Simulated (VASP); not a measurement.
Write the native input for VASP 6.6.1 that does the following.

```yaml
Task: single point
Functional: PBEsol
Potentials_or_basis: VASP PAW PBE potentials, release 64 (Al, Cu)
Cutoff: 520 eV
k_mesh: 12 × 12 × 8
Occupations: gaussian, width 0.1 eV
Spin: no spin polarisation
Dipole_correction: no
Further_INCAR_settings: ALGO = Fast; EDIFF = 1e-07; NBANDS = 24
```

The structure of Al3Cu2 lies in POSCAR:

```
Al3Cu2
1.0
    3.9756280334      0.0000000000      0.0000000000
   -1.9878140167      3.4429948729      0.0000000000
    0.0000000000      0.0000000000      4.8326378172
Al Cu
3 2
Direct
    0.0000000000      0.0000000000      0.0000000000
    0.3333333333      0.6666666667      0.3530017094
    0.6666666667      0.3333333333      0.6469982906
    0.3333333333      0.6666666667      0.8437848910
    0.6666666667      0.3333333333      0.1562151090
```

This cell differs from its parent crystal: equal strain along all axes, cell held: -3.0 %, then relaxed in part.

These files were run (other wordings do the same):

INCAR

```
SYSTEM = Al3Cu2
ALGO = Fast ; EDIFF = 1E-7
ENCUT = 520 ; GGA = PS
ISIF = 2 ; ISMEAR = 0
LASPH = .TRUE. ; LCHARG = .TRUE.
LELF = .TRUE. ; LREAL = .FALSE.
LVHAR = .TRUE. ; LWAVE = .FALSE.
NBANDS = 24 ; NELM = 100
PREC = Accurate ; SIGMA = 0.1
```

KPOINTS

```
k-points
0
G
  12 12 8
  0 0 0
```

Potentials or basis: VASP PAW PBE potentials, release 64 (Al, Cu).

Launch:

```sh
$ cat potpaw_PBE.64/Al/POTCAR potpaw_PBE.64/Cu/POTCAR > POTCAR
$ mpirun -np 1 vasp_std > vasp.out
```

Results of the run:

The pressure is 13.1 GPa and the largest force is 0.004 eV/Å.

Caveat: the cell differs from its parent crystal (equal strain along all axes, cell held: -3.0 %, then relaxed in part); the PAW data sets were made with another functional, which shifts forces and pressure a little.

Wall time 3.7 min on 1 thread of Intel(R) Xeon(R) Platinum 8375C CPU @ 2.90GHz (Ice Lake), with other jobs on the host, peak memory 0.3 GiB.
